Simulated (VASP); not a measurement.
# LiHF2 (R-3m) in VASP: notebook, part 2 of 2

VASP 6.6.1. The steps go on from the part before.

### Step 4. Single point, LDA (strain +0.015 along x and y, -0.015 along z)

INCAR reads:

```
SYSTEM = LiHF2
  ALGO = Normal
  EDIFF = 1E-6
  ENCUT = 520
  ISIF = 2
  ISMEAR = 0
  LASPH = .True.
  LCHARG = .True.
  LELF = .True.
  LREAL = .False.
  LVHAR = .True.
  LWAVE = .False.
  NBANDS = 17
  NELM = 60
  PREC = Accurate
  SIGMA = 0.05
```

KPOINTS reads:

```
k-points
0
Gamma
  9 9 9
  0 0 0
```

POSCAR reads:

```
LiHF2
1.0
    1.4644299828      0.8454890448      4.2646668686
   -1.4644299828      0.8454890448      4.2646668686
    0.0000000000     -1.6909780896      4.2646668686
Li H F
1 1 2
Direct
    0.0000000000      0.0000000000      0.0000000000
    0.5000000000      0.5000000000      0.5000000000
    0.4125119035      0.4125119035      0.4125119035
    0.5874880965      0.5874880965      0.5874880965
```

Potentials or basis: VASP PAW LDA potentials, release 64 (Li_sv, H, F).

On the command line:

```
cat potpaw_LDA.64/Li_sv/POTCAR potpaw_LDA.64/H/POTCAR potpaw_LDA.64/F/POTCAR > POTCAR
mpirun -np 1 vasp_std > vasp.out
```

OUTCAR:

```text
SYSTEM = LiHF2
   EDIFF = 1E-6
   ENCUT = 520
   ISIF = 2
   ISMEAR = 0
   LASPH = .True.
   LREAL = .False.
   NELM = 60
   PREC = Accurate

 ion  position               nearest neighbor table
   1  0.000  0.000  0.000-   4 1.97   4 1.97   3 1.97   3 1.97   4 1.97   3 1.97
   2  0.500  0.500  0.500-   3 1.12   4 1.12
   3  0.413  0.413  0.413-   2 1.12   1 1.97   1 1.97   1 1.97
   4  0.587  0.587  0.587-   2 1.12   1 1.97   1 1.97   1 1.97

  LATTYP: Found a trigonal (rhomboedric) cell.
 ALAT       =     4.5876781055
 COS(alpha) =     0.7962107158

  Lattice vectors:

 A1 = (   1.4644299828,   0.8454890448,   4.2646668686)
 A2 = (  -1.4644299828,   0.8454890448,   4.2646668686)
 A3 = (   0.0000000000,  -1.6909780896,   4.2646668686)

Analysis of symmetry for initial positions (statically):
=====================================================================
 Subroutine PRICEL returns:
 Original cell was already a primitive cell.

 Routine SETGRP: Setting up the symmetry group for a
 trigonal (rhombohedral) supercell.

 Subroutine GETGRP returns: Found 12 space group operations
 (whereof 12 operations were pure point group operations)
 out of a pool of 12 trial point group operations.

The static configuration has the point symmetry D_3d.

Analysis of symmetry for dynamics (positions and initial velocities):
=====================================================================
 Subroutine PRICEL returns:
 Original cell was already a primitive cell.

 Routine SETGRP: Setting up the symmetry group for a
 trigonal (rhombohedral) supercell.

 Subroutine GETGRP returns: Found 12 space group operations
 (whereof 12 operations were pure point group operations)
 out of a pool of 12 trial point group operations.

The dynamic configuration has the point symmetry D_3d.

 Subroutine INISYM returns: Found 12 space group operations
 (whereof 12 operations are pure point group operations),
 and found     1 'primitive' translations

----------------------------------------------------------------------------------------

                                     Primitive cell

  volume of cell :      31.6820

  direct lattice vectors                    reciprocal lattice vectors
     1.464429983  0.845489045  4.264666869     0.341429775  0.197124573  0.078161635
    -1.464429983  0.845489045  4.264666869    -0.341429775  0.197124573  0.078161635
     0.000000000 -1.690978090  4.264666869     0.000000000 -0.394249145  0.078161635

  length of vectors
     4.587678105  4.587678105  4.587678105     0.401922418  0.401922418  0.401922418

  position of ions in fractional coordinates (direct lattice)
     0.000000000  0.000000000  0.000000000
     0.500000000  0.500000000  0.500000000
     0.412511903  0.412511903  0.412511903
     0.587488097  0.587488097  0.587488097

  ion indices of the primitive-cell ions
   primitive index   ion index
                 1           1
                 2           2
                 3           3
                 4           4

----------------------------------------------------------------------------------------

 KPOINTS: k-points

Automatic generation of k-mesh.
 Grid dimensions read from file:
[... 22 lines left out ...]
  0.000000  0.000000  0.000000      1.000000
  0.111111  0.000000  0.000000      6.000000
  0.222222  0.000000  0.000000      6.000000
  0.333333 -0.000000  0.000000      6.000000
  0.444444  0.000000  0.000000      6.000000
  0.111111  0.111111  0.000000      6.000000
[... 16 lines left out ...]
 -0.333333  0.333333  0.000000      6.000000
  0.444444  0.444444  0.000000      6.000000
 [... further k-points ...]
   k-points           NKPTS =     85   k-points in BZ     NKDIM =     85   number of bands    NBANDS=     17
   number of dos      NEDOS =    301   number of ions     NIONS =      4
   total plane-waves  NPLWV =  46656
   dimension x,y,z NGX =    36 NGY =   36 NGZ =   36
   dimension x,y,z NGXF=    72 NGYF=   72 NGZF=   72
   ions per type =               1   1   2
   NGX,Y,Z   is equivalent  to a cutoff of  13.05, 13.05, 13.05 a.u.
   NGXF,Y,Z  is equivalent  to a cutoff of  26.09, 26.09, 26.09 a.u.
 SYSTEM =  LiHF2
   PREC   = accura    normal or accurate (medium, high low for compatibility)
   ISTART =      0    job   : 0-new  1-cont  2-samecut
   ICHARG =      2    charge: 1-file 2-atom 10-const
   ISPIN  =      1    spin polarized calculation?
   LNONCOLLINEAR =      F non collinear calculations
   LSORBIT =      F    spin-orbit coupling
   LASPH  =      T    aspherical Exc in radial PAW
   ENCUT  =  520.0 eV  38.22 Ry    6.18 a.u.   8.53  8.53  8.53*2*pi/ulx,y,z
   NELM   =     60;   NELMIN=  2; NELMDL= -5     # of ELM steps
   EDIFF  = 0.1E-05   stopping-criterion for ELM
   LREAL  =      F    real-space projection
   EDIFFG = 0.1E-04   stopping-criterion for IOM
   NSW    =      0    number of steps for IOM
   IBRION =     -1    ionic relax: 0-MD 1-quasi-New 2-CG
   NFREE  =      0    steps in history (QN), initial steepest desc. (CG)
   ISIF   =      2    stress and relaxation
   ISYM   =      2    0-nonsym 1-usesym 2-fastsym
   POTIM  = 0.5000    time-step for ionic-motion
   TEBEG  =    0.0;   TEEND  =   0.0 temperature during run
   PSTRESS=    0.0 pullay stress
   NELECT =      18.0000    total number of electrons
   NUPDOWN=      -1.0000    fix difference up-down
   EMIN   =  10.00;   EMAX   =-10.00  energy-range for DOS
   EFERMI =   0.00;   METHOD = LEGACY
   ISMEAR =     0;   SIGMA  =   0.05  broadening in eV -4-tet -1-fermi 0-gaus
   EFERMI_NEDOS =   21; number of points for ismear=-14 and -15
   IALGO  =     38    algorithm
   IMIX   =      4    mixing-type and parameters
     AMIX     =   0.40;   BMIX     =  1.00
     AMIX_MAG =   1.60;   BMIX_MAG =  1.00
  volume/ion in A,a.u.               =       7.92        53.45
  Fermi-wavevector in a.u.,A,eV,Ry     =   1.355901  2.562282 25.013873  1.838468
  Thomas-Fermi vector in A             =   2.482950
   LORBIT       =      0    0 simple, 1 ext, 2 COOP (PROOUT), +10 PAW based schemes
   GGA     = CA    functional components
   LHFCALC =     F    Hartree Fock is set to
   AEXX    =    0.0000 exact exchange contribution
   IVDW    =     0    specifies the selected vdW correction
   LEPSILON=     F    determine dielectric tensor
   LRPA    =     F    only Hartree local field effects (RPA)
 non-spin polarized calculation
 Gauss-broadening in eV      SIGMA  =   0.05
  energy-cutoff  :      520.00
  volume of cell :       31.68
 maximum number of plane-waves:       883
 NGX is ok and might be reduce to    36
   NGX = 17   NGY = 17   NGZ = 17

 number of electron      18.0000004 magnetization

 Free energy of the ion-electron system (eV)
  ---------------------------------------------------
  ext. energy  EPLUGINS =         0.00000000
  ---------------------------------------------------
  free energy    TOTEN  =       -19.80244295 eV

  energy without entropy =      -19.80244295  energy(sigma->0) =      -19.80244295

 E-fermi :  -2.4864     XC(G=0): -10.0971

 val. band max:       -2.7719141141   @ k =   0.4444   0.4444   0.3333
 cond. band min:       5.4474218765   @ k =   0.0000   0.0000   0.0000
 fundamental gap:      8.2193359906
 Fermi energy:        -2.4863530611

 k-point     1 :       0.0000    0.0000    0.0000
  band No.  band energies     occupation
      1     -42.0074      2.00000
      2     -23.6892      2.00000
      3     -21.9924      2.00000
      4      -8.6994      2.00000
      5      -3.2220      2.00000
      6      -3.2220      2.00000
[... 457 lines left out ...]
      4      -7.6314      2.00000
      5      -5.5063      2.00000
      6      -4.3814      2.00000
[... 9 lines left out ...]
     16      16.8235      0.00000
     17      20.6100      0.00000

 [... further k-points ...]

------------------------ aborting loop because EDIFF is reached ----------------------------------------

  FORCE on cell =-STRESS in cart. coord.  units (eV):
  Direction    XX          YY          ZZ          XY          YZ          ZX
  --------------------------------------------------------------------------------------
  -------------------------------------------------------------------------------------
  Total       -0.3786075     -0.3786075      1.4043422      0.0000000      0.0000000      0.0000000
  in kB      -19.1463859    -19.1463859     71.0183473      0.0000000      0.0000000      0.0000000
  external PRESSURE =      10.9085252 kB  Pullay stress =       0.0000000 kB

 VOLUME and BASIS-vectors are now :
 -----------------------------------------------------------------------------
  energy-cutoff  :      520.00
  volume of cell :       31.68
      direct lattice vectors                 reciprocal lattice vectors
     1.464429983  0.845489045  4.264666869     0.341429775  0.197124573  0.078161635
    -1.464429983  0.845489045  4.264666869    -0.341429775  0.197124573  0.078161635
     0.000000000 -1.690978090  4.264666869     0.000000000 -0.394249145  0.078161635

 POSITION                                       TOTAL-FORCE (eV/Angst)
 -----------------------------------------------------------------------------------
      0.00000      0.00000      0.00000         0.000000     -0.000000     -0.000000
      0.00000      0.00000      6.39700         0.000000     -0.000000     -0.000000
      0.00000      0.00000      5.27768         0.000000      0.000000     -0.581202
      0.00000      0.00000      7.51632         0.000000     -0.000000      0.581202
 -----------------------------------------------------------------------------------
    total drift:                               -0.000000      0.000000     -0.000000

  FREE ENERGIE OF THE ION-ELECTRON SYSTEM (eV)
  ---------------------------------------------------
  free  energy   TOTEN  =       -19.8024429525 eV

  energy  without entropy=      -19.8024429525  energy(sigma->0) =      -19.80244295
```

Run time: 46 s. Hardware: 1 thread of Intel Xeon Platinum 8488C (Sapphire Rapids), shared host; peak memory 0.18 GiB.

What came out:

| Property | Result |
| --- | --- |
| Free energy | -19.8024 eV |
| Largest force | 0.581 eV/Å |
| Band gap on the k mesh | 8.22 eV, indirect (least direct gap 8.41 eV) |

Forces on the atoms (eV/Å):
```
Li   0.000  0.000  0.000
H    0.000  0.000  0.000
F    0.000  0.000 -0.581
F    0.000  0.000  0.581
```

Levels at points of the mesh, in eV from the valence-band top:
| k point | band 6 | band 7 | band 8 | band 9 | band 10 | band 11 | band 12 | band 13 |
| --- | --- | --- | --- | --- | --- | --- | --- | --- |
| (0.00, 0.00, 0.00) | -0.45 | -0.24 | -0.24 | -0.19 | 8.22 | 12.92 | 17.48 | 19.05 |

Caveat: the cell differs from its parent crystal (strain +0.015 along x and y, -0.015 along z); the cutoff is under 1.25 times the usual one of these potentials, so pressure, stress and relaxed cells hold a basis-set (Pulay) error.

### Step 5. Overview

| cell | gap on the mesh (eV) | largest force (eV/Å) |
| --- | --- | --- |
| a = 4.527 Å, angles 37.7°, 4 atoms | 8.33 | 1.06 |
| a = 4.700 Å, angles 35.8°, 4 atoms | 8.07 | 0.26 |
| a = 4.588 Å, angles 37.2°, 4 atoms | 8.22 | 0.58 |

Alike in all rows: task single point; level LDA; potentials or basis VASP PAW LDA potentials, release 64 (Li_sv, H, F); no spin polarisation; k mesh 9 × 9 × 9; cutoff (eV) 520; smearing gaussian 0.05 eV.

Caveats: the cutoff is under 1.25 times the usual one of these potentials, so pressure, stress and relaxed cells hold a basis-set (Pulay) error; forces of over 1 eV/Å act on the atoms, so gaps and moduli don't describe the material at rest (some runs).

Total energies depend on the potentials used, so only differences within one code and one set of settings carry meaning.
